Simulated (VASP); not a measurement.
Here is a VASP 6.6.1 calculation.

File INCAR:

```
PREC = Accurate ; ENCUT = 520
EDIFF = 1E-6 ; ISMEAR = 0
SIGMA = 0.15 ; LREAL = F
LASPH = T ; NELM = 100
ALGO = Normal ; ISIF = 2
LWAVE = F ; LCHARG = T
GGA = PE ; LELF = T
LVHAR = T ; NBANDS = 7
```

Contents of KPOINTS:

```
Automatic mesh
0
Gamma
  18 18 18
```

File POSCAR:

```
Mg
1.0
   -1.7727644967      1.7727644967      1.6309433370
    1.7727644967     -1.7727644967      1.6309433370
    1.7727644967      1.7727644967     -1.6309433370
Mg
1
Direct
    0.0000000000      0.0000000000      0.0000000000
```

Potentials or basis: VASP PAW PBE potentials, release 64 (Mg).

The run is started by

```console
$ cat potpaw_PBE.64/Mg/POTCAR > POTCAR
$ mpirun -np 1 vasp_std > vasp.out
```

**Question.** Estimate the pressure.

**Answer.** 4.9 GPa.

**Question.** Estimate the band gap on the k mesh.

**Answer.** Zero (bands 1 and 2 overlap by 4.83 eV).

Stress tensor (GPa, compression positive):
```
4.65 0.00 0.00
0.00 4.65 0.00
0.00 0.00 5.39
```

Caveat: the cell differs from its parent crystal (strain +0.000 along x and y, -0.080 along z); the cell stands under pressure.
